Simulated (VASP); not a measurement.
# Cr (Im-3m) in VASP: notebook

Cr is run at these levels: r2SCAN; tasks: single point.

Program: VASP 6.6.1. These are calculated values, not measurements. Logs are shortened: lines on timing, memory, paths and dates and some standing lists are left out, and cuts for length are marked.

## 1. The cell of the first run

It takes space group Im-3m (No. 229, cubic). The conventional cell has a = 2.830 Å, b = 2.830 Å, c = 2.830 Å, α = 90.00°, β = 90.00°, γ = 90.00°. Cr (site symmetry m-3m) has 14 Cr at 2.45 to 2.83 Å within 3.2 Å.

## 2. Single point, r2SCAN, collinear spin, ferromagnetic start

POSCAR

```
Cr
1.0
   -1.4148813462      1.4148813462      1.4148813462
    1.4148813462     -1.4148813462      1.4148813462
    1.4148813462      1.4148813462     -1.4148813462
Cr
1
Direct
    0.0000000000      0.0000000000      0.0000000000
```

INCAR.step1

```
SYSTEM = Cr
  PREC = Accurate
  ENCUT = 520
  ISMEAR = 0
  SIGMA = 0.1
  LREAL = .False.
  LASPH = .True.
  NELM = 150
  ISPIN = 2
  MAGMOM = 1.5
  LMAXMIX = 4
  NBANDS = 16
  GGA = PE
  ALGO = Normal
  EDIFF = 1E-4
  LWAVE = .True.
  LCHARG = .False.
```

INCAR.step2

```
SYSTEM = Cr
  PREC = Accurate
  ENCUT = 520
  EDIFF = 1E-7
  ISMEAR = 0
  SIGMA = 0.1
  LREAL = .False.
  LASPH = .True.
  NELM = 150
  ALGO = Normal
  ISIF = 2
  LWAVE = .False.
  LCHARG = .False.
  ISPIN = 2
  MAGMOM = 1.5
  LORBIT = 11
  LMAXMIX = 4
  METAGGA = R2SCAN
  LMIXTAU = .True.
  NBANDS = 16
  ISTART = 1
```

KPOINTS

```
Automatic mesh
0
Gamma
  15 15 15
  0 0 0
```

Potentials or basis: VASP PAW PBE potentials, release 64 (Cr_pv).

Run with:

```sh
> cat potpaw_PBE.64/Cr_pv/POTCAR > POTCAR
> cp INCAR.step1 INCAR
> mpirun -np 1 vasp_std > vasp.out
> cp INCAR.step2 INCAR
> mpirun -np 1 vasp_std > vasp.out
```

OUTCAR:

```text
SYSTEM = Cr
   PREC = Accurate
   ENCUT = 520
   EDIFF = 1E-7
   ISMEAR = 0
   LREAL = .False.
   LASPH = .True.
   NELM = 150
   ISIF = 2
   ISPIN = 2
   LORBIT = 11
   METAGGA = R2SCAN
   ISTART = 1

 ion  position               nearest neighbor table
   1  0.000  0.000  0.000-

  LATTYP: Found a body centered cubic cell.
 ALAT       =     2.8297626924

  Lattice vectors:

 A1 = (  -1.4148813462,   1.4148813462,   1.4148813462)
 A2 = (   1.4148813462,  -1.4148813462,   1.4148813462)
 A3 = (   1.4148813462,   1.4148813462,  -1.4148813462)

Analysis of symmetry for initial positions (statically):
=====================================================================
 Subroutine PRICEL returns:
 Original cell was already a primitive cell.

 Routine SETGRP: Setting up the symmetry group for a
 body centered cubic supercell.

 Subroutine GETGRP returns: Found 48 space group operations
 (whereof 48 operations were pure point group operations)
 out of a pool of 48 trial point group operations.

The static configuration has the point symmetry O_h .

Analysis of symmetry for dynamics (positions and initial velocities):
=====================================================================
 Subroutine PRICEL returns:
 Original cell was already a primitive cell.

 Routine SETGRP: Setting up the symmetry group for a
 body centered cubic supercell.

 Subroutine GETGRP returns: Found 48 space group operations
 (whereof 48 operations were pure point group operations)
 out of a pool of 48 trial point group operations.

The dynamic configuration has the point symmetry O_h .

Analysis of structural, dynamic, and magnetic symmetry:
=====================================================================
 Subroutine PRICEL returns:
 Original cell was already a primitive cell.

 Routine SETGRP: Setting up the symmetry group for a
 body centered cubic supercell.

 Subroutine GETGRP returns: Found 48 space group operations
 (whereof 48 operations were pure point group operations)
 out of a pool of 48 trial point group operations.

The overall configuration has the point symmetry O_h .

 Subroutine INISYM returns: Found 48 space group operations
 (whereof 48 operations are pure point group operations),
 and found     1 'primitive' translations

----------------------------------------------------------------------------------------

                                     Primitive cell

  volume of cell :      11.3297

  direct lattice vectors                    reciprocal lattice vectors
    -1.414881346  1.414881346  1.414881346     0.000000000  0.353386523  0.353386523
     1.414881346 -1.414881346  1.414881346     0.353386523  0.000000000  0.353386523
     1.414881346  1.414881346 -1.414881346     0.353386523  0.353386523  0.000000000

  length of vectors
     2.450646378  2.450646378  2.450646378     0.499764014  0.499764014  0.499764014

  position of ions in fractional coordinates (direct lattice)
     0.000000000  0.000000000  0.000000000

  ion indices of the primitive-cell ions
   primitive index   ion index
                 1           1

----------------------------------------------------------------------------------------

 KPOINTS: Automatic mesh

Automatic generation of k-mesh.
 Grid dimensions read from file:
 generate k-points for:   15   15   15

 Generating k-lattice:

  Cartesian coordinates                     Fractional coordinates (reciprocal lattice)
     0.000000000  0.023559102  0.023559102     0.066666667  0.000000000  0.000000000
     0.023559102  0.000000000  0.023559102     0.000000000  0.066666667  0.000000000
     0.023559102  0.023559102  0.000000000     0.000000000  0.000000000  0.066666667

  Length of vectors
     0.033317601  0.033317601  0.033317601

  Shift w.r.t. Gamma in fractional coordinates (k-lattice)
     0.000000000  0.000000000  0.000000000

 Subroutine IBZKPT returns following result:
 ===========================================

 Found    120 irreducible k-points:

 Following reciprocal coordinates:
            Coordinates               Weight
  0.000000  0.000000  0.000000      1.000000
  0.066667  0.000000  0.000000     12.000000
  0.133333  0.000000  0.000000     12.000000
  0.200000  0.000000  0.000000     12.000000
  0.266667  0.000000  0.000000     12.000000
  0.333333  0.000000  0.000000     12.000000
[... 16 lines left out ...]
  0.333333  0.200000  0.000000     48.000000
  0.400000  0.200000 -0.000000     24.000000
 [... further k-points ...]
   k-points           NKPTS =    120   k-points in BZ     NKDIM =    120   number of bands    NBANDS=     16
   number of dos      NEDOS =    301   number of ions     NIONS =      1
   total plane-waves  NPLWV =   5832
   dimension x,y,z NGX =    18 NGY =   18 NGZ =   18
   dimension x,y,z NGXF=    36 NGYF=   36 NGZF=   36
   ions per type =               1
   NGX,Y,Z   is equivalent  to a cutoff of  12.21, 12.21, 12.21 a.u.
   NGXF,Y,Z  is equivalent  to a cutoff of  24.42, 24.42, 24.42 a.u.
 SYSTEM =  Cr
   PREC   = accura    normal or accurate (medium, high low for compatibility)
   ISTART =      1    job   : 0-new  1-cont  2-samecut
   ICHARG =      0    charge: 1-file 2-atom 10-const
   ISPIN  =      2    spin polarized calculation?
   LNONCOLLINEAR =      F non collinear calculations
   LSORBIT =      F    spin-orbit coupling
   LASPH  =      T    aspherical Exc in radial PAW
   ENCUT  =  520.0 eV  38.22 Ry    6.18 a.u.   4.56  4.56  4.56*2*pi/ulx,y,z
   NELM   =    150;   NELMIN=  2; NELMDL=  0     # of ELM steps
   EDIFF  = 0.1E-06   stopping-criterion for ELM
   LREAL  =      F    real-space projection
   EDIFFG = 0.1E-05   stopping-criterion for IOM
   NSW    =      0    number of steps for IOM
   IBRION =     -1    ionic relax: 0-MD 1-quasi-New 2-CG
   NFREE  =      0    steps in history (QN), initial steepest desc. (CG)
   ISIF   =      2    stress and relaxation
   ISYM   =      2    0-nonsym 1-usesym 2-fastsym
   POTIM  = 0.5000    time-step for ionic-motion
   TEBEG  =    0.0;   TEEND  =   0.0 temperature during run
   PSTRESS=    0.0 pullay stress
   NELECT =      12.0000    total number of electrons
   NUPDOWN=      -1.0000    fix difference up-down
   EMIN   =  10.00;   EMAX   =-10.00  energy-range for DOS
   EFERMI =   0.00;   METHOD = LEGACY
   ISMEAR =     0;   SIGMA  =   0.10  broadening in eV -4-tet -1-fermi 0-gaus
   EFERMI_NEDOS =   21; number of points for ismear=-14 and -15
   IALGO  =     38    algorithm
   IMIX   =      4    mixing-type and parameters
     AMIX     =   0.40;   BMIX     =  1.00
     AMIX_MAG =   1.60;   BMIX_MAG =  1.00
  volume/ion in A,a.u.               =      11.33        76.46
  Fermi-wavevector in a.u.,A,eV,Ry     =   1.668765  3.153509 37.889194  2.784777
  Thomas-Fermi vector in A             =   2.754555
   LORBIT       =     11    0 simple, 1 ext, 2 COOP (PROOUT), +10 PAW based schemes
   METAGGA = R2SCAN    functional components
   LHFCALC =     F    Hartree Fock is set to
   AEXX    =    0.0000 exact exchange contribution
   IVDW    =     0    specifies the selected vdW correction
   LEPSILON=     F    determine dielectric tensor
   LRPA    =     F    only Hartree local field effects (RPA)
 spin polarized calculation
 Gauss-broadening in eV      SIGMA  =   0.10
  energy-cutoff  :      520.00
  volume of cell :       11.33
 maximum number of plane-waves:       321
   NGX =  9   NGY =  9   NGZ =  9

 number of electron      12.0000006 magnetization      -0.0000068

 number of electron      12.0000006 magnetization       0.0000011

 Free energy of the ion-electron system (eV)
  ---------------------------------------------------
  ext. energy  EPLUGINS =         0.00000000
  ---------------------------------------------------
  free energy    TOTEN  =       -14.80192278 eV

  energy without entropy =      -14.79676510  energy(sigma->0) =      -14.79934394

 E-fermi :  11.1695     XC(G=0): -15.1136

 val. band max:       11.1498483437   @ k =  -0.2000   0.2000   0.1333
 cond. band min:      11.1758054460   @ k =   0.0667   0.0667   0.0667
 fundamental gap:      0.0259571023
 Fermi energy:        11.1695063877

 spin component 1

 k-point     1 :       0.0000    0.0000    0.0000
  band No.  band energies     occupation
      1     -33.1142      1.00000
      2     -33.1142      1.00000
      3     -33.1142      1.00000
      4       2.7041      1.00000
      5      10.2057      1.00000
      6      10.2057      1.00000
[... 8 lines left out ...]
     15      42.5756      0.00000
     16      47.3796      0.00000
[... 419 lines left out ...]
 k-point    24 :       0.4000    0.2000   -0.0000
  band No.  band energies     occupation
      1     -34.0051      1.00000
      2     -33.5764      1.00000
      3     -33.2150      1.00000
      4       7.3778      1.00000
      5       8.6405      1.00000
      6       9.9534      1.00000
[... 8 lines left out ...]
     15      41.9279      0.00000
     16      47.4490      0.00000

 [... further k-points ...]

 spin component 2

 k-point     1 :       0.0000    0.0000    0.0000
  band No.  band energies     occupation
      1     -33.1142      1.00000
      2     -33.1142      1.00000
      3     -33.1142      1.00000
      4       2.7041      1.00000
      5      10.2057      1.00000
      6      10.2057      1.00000
[... 8 lines left out ...]
     15      42.5756      0.00000
     16      47.3798      0.00000
[... 419 lines left out ...]
 k-point    24 :       0.4000    0.2000   -0.0000
  band No.  band energies     occupation
      1     -34.0051      1.00000
      2     -33.5764      1.00000
      3     -33.2150      1.00000
      4       7.3778      1.00000
      5       8.6405      1.00000
      6       9.9534      1.00000
[... 8 lines left out ...]
     15      41.9279      0.00000
     16      47.4490      0.00000

 [... further k-points ...]

------------------------ aborting loop because EDIFF is reached ----------------------------------------

  FORCE on cell =-STRESS in cart. coord.  units (eV):
  Direction    XX          YY          ZZ          XY          YZ          ZX
  --------------------------------------------------------------------------------------
  -------------------------------------------------------------------------------------
  Total        0.0447982      0.0447982      0.0447982     -0.0000000     -0.0000000      0.0000000
  in kB        6.3350668      6.3350668      6.3350668     -0.0000000     -0.0000000      0.0000000
  external PRESSURE =       6.3350668 kB  Pullay stress =       0.0000000 kB

 VOLUME and BASIS-vectors are now :
 -----------------------------------------------------------------------------
  energy-cutoff  :      520.00
  volume of cell :       11.33
      direct lattice vectors                 reciprocal lattice vectors
    -1.414881346  1.414881346  1.414881346     0.000000000  0.353386523  0.353386523
     1.414881346 -1.414881346  1.414881346     0.353386523  0.000000000  0.353386523
     1.414881346  1.414881346 -1.414881346     0.353386523  0.353386523  0.000000000

 POSITION                                       TOTAL-FORCE (eV/Angst)
 -----------------------------------------------------------------------------------
      0.00000      0.00000      0.00000        -0.000000      0.000000     -0.000000
 -----------------------------------------------------------------------------------
    total drift:                                0.000000     -0.000000      0.000000

  FREE ENERGIE OF THE ION-ELECTRON SYSTEM (eV)
  ---------------------------------------------------
  free  energy   TOTEN  =       -14.8019227776 eV

  energy  without entropy=      -14.7967650980  energy(sigma->0) =      -14.79934394

 total charge

# of ion       s       p       d       tot
------------------------------------------
    1        0.694   6.438   4.190  11.322

 magnetization (x)

# of ion       s       p       d       tot
------------------------------------------
    1       -0.000  -0.000   0.000   0.000
```

Run time: 91 s. Hardware: 1 thread of AMD EPYC 9R45 (Zen 5), shared host; peak memory 0.12 GiB.

What came out:

| Item | Value |
| --- | --- |
| Free energy | -14.8019 eV |
| Pressure | 0.6 GPa |
| Band gap on the k mesh | zero (filled and empty bands overlap) |
| Net moment | 0.00 μB per cell |
| Valence electrons inside the program's atomic spheres | Cr 11.32 |

Caveat: the moments typed at the start vanished in this run; the PAW data sets were made with another functional, which shifts forces and pressure a little.

(Part 1 of 2 ends here.)

The gap in the log of VASP goes by the Fermi energy; the results here count the filled bands.